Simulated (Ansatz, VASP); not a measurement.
**Si3N4 in VASP and in Ansatz**

POSCAR

```
Si3N4
1.0
    4.1307800000      0.0000000000      0.0000000000
    0.0000000000      4.1307800000      0.0000000000
    0.0000000000      0.0000000000      4.1307800000
Si N
3 4
Direct
    0.0000000000      0.0000000000      0.5000000000
    0.5000000000      0.0000000000      0.0000000000
    0.0000000000      0.5000000000      0.0000000000
    0.2395200000      0.2395200000      0.7604800000
    0.7604800000      0.7604800000      0.7604800000
    0.2395200000      0.7604800000      0.2395200000
    0.7604800000      0.2395200000      0.2395200000
```

Contents of INCAR.step1:

```
PREC = Accurate
ENCUT = 600
ISMEAR = -1
SIGMA = 0.05
LREAL = False
LASPH = True
NELM = 80
GGA = PE
ALGO = Normal
EDIFF = 1E-4
LWAVE = True
LCHARG = False
```

INCAR.step2

```
PREC = Accurate
ENCUT = 600
EDIFF = 1E-7
ISMEAR = -1
SIGMA = 0.05
LREAL = False
LASPH = True
NELM = 80
ALGO = Normal
ISIF = 3
LWAVE = False
LCHARG = False
METAGGA = R2SCAN
LMIXTAU = True
IBRION = 2
NSW = 60
EDIFFG = -0.01
ISTART = 1
```

Contents of KPOINTS:

```
Automatic mesh
0
Gamma
  7 7 7
```

The input input.yaml:

```yaml
crystal:
  lattice:
    - [4.13078, 0.0, 0.0]
    - [0.0, 4.13078, 0.0]
    - [0.0, 0.0, 4.13078]
  atoms:
    - { symbol: Si, position: [0.0, 0.0, 0.5] }
    - { symbol: Si, position: [0.5, 0.0, 0.0] }
    - { symbol: Si, position: [0.0, 0.5, 0.0] }
    - { symbol: "N", position: [0.23952, 0.23952, 0.76048] }
    - { symbol: "N", position: [0.76048, 0.76048, 0.76048] }
    - { symbol: "N", position: [0.23952, 0.76048, 0.23952] }
    - { symbol: "N", position: [0.76048, 0.23952, 0.23952] }
hamiltonian:
  xc: r2scan
  pseudopotentials: { kind: paw }
kpoints:
  mp_grid: { grid: [7, 7, 7] }
scf:
  occupations: { method: fermi_dirac, width: 0.05 }
output:
  forces: true
  stress: true
  eigenvalues: true
relax:
  f_tol: 0.01
  max_steps: 40
  cell: { stress_tol: 0.05 }
```

Alike in both runs: task relaxation of cell and atoms; functional r2SCAN; k mesh 7 × 7 × 7; occupations fermi-dirac, width 0.05 eV; no spin polarisation.

|  | VASP | Ansatz |
| --- | --- | --- |
| version | VASP 6.6.1 | Ansatz 0.2.0 |
| potentials or method | VASP PAW PBE potentials, release 64 (Si, N) | Ansatz PAW |
| plane-wave cutoff (eV) | 600 | 500 |
| valence electrons in the cell | 32 | 32 |

Ansatz gave:

* gap on the k mesh at the Fermi level, each at its own relaxed structure (eV): 3.34
* relaxed volume (Å³/atom): 9.85
* relaxed cell length with the largest relative difference (Å): 4.101

Which values does VASP return?

gap on the k mesh at the Fermi level, each at its own relaxed structure (eV): 3.34; relaxed volume (Å³/atom): 9.86; relaxed cell length with the largest relative difference (Å): 4.102.

VASP's potentials were made for PBE, not for r2SCAN.

Noted on Ansatz's run: odd divisions of the mesh miss points on the zone boundary, where band edges often lie, so the gap on the mesh can be too wide; the plane-wave basis is chosen anew once the cell has moved, so the energies of steps on either side of that aren't comparable.
